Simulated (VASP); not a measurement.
A run of VASP 6.6.1 is set up as follows.

The input INCAR:

```
  PREC = Accurate
  ENCUT = 700
  EDIFF = 1E-6
  ISMEAR = -1
  SIGMA = 0.02
  LREAL = False
  LASPH = True
  NELM = 120
  ALGO = Normal
  ISIF = 2
  LWAVE = False
  LCHARG = False
  GGA = CA
  NBANDS = 31
  GGA_COMPAT = False
```

File KPOINTS:

```
Automatic mesh
0
Gamma
  8 8 8
```

The input POSCAR:

```
Ba2RuN2
1.0
   -2.0836869646      2.0836869646      6.5378295090
    2.0836869646     -2.0836869646      6.5378295090
    2.0836869646      2.0836869646     -6.5378295090
Ba Ru N
2 1 2
Direct
    0.1387171376      0.1387171376      0.0000000000
    0.8612828624      0.8612828624      0.0000000000
    0.5000000000      0.5000000000      0.0000000000
    0.6382847492      0.6382847492      0.0000000000
    0.3617152508      0.3617152508      0.0000000000
```

Potentials or basis: VASP PAW LDA potentials, release 64 (Ba_sv, Ru_sv, N).

Launch:

```sh
$ cat potpaw_LDA.64/Ba_sv/POTCAR potpaw_LDA.64/Ru_sv/POTCAR potpaw_LDA.64/N/POTCAR > POTCAR
$ mpirun -np 1 vasp_std > vasp.out
```

Predict the pressure.

-3.8 GPa.

Predict the largest force.

0.435 eV/Å.

Forces on the atoms (eV/Å):
```
Ba   0.000  0.000 -0.018
Ba   0.000  0.000  0.018
Ru   0.000  0.000  0.000
N    0.000  0.000 -0.435
N    0.000  0.000  0.435
```

Caveat: the cell stands under tension.
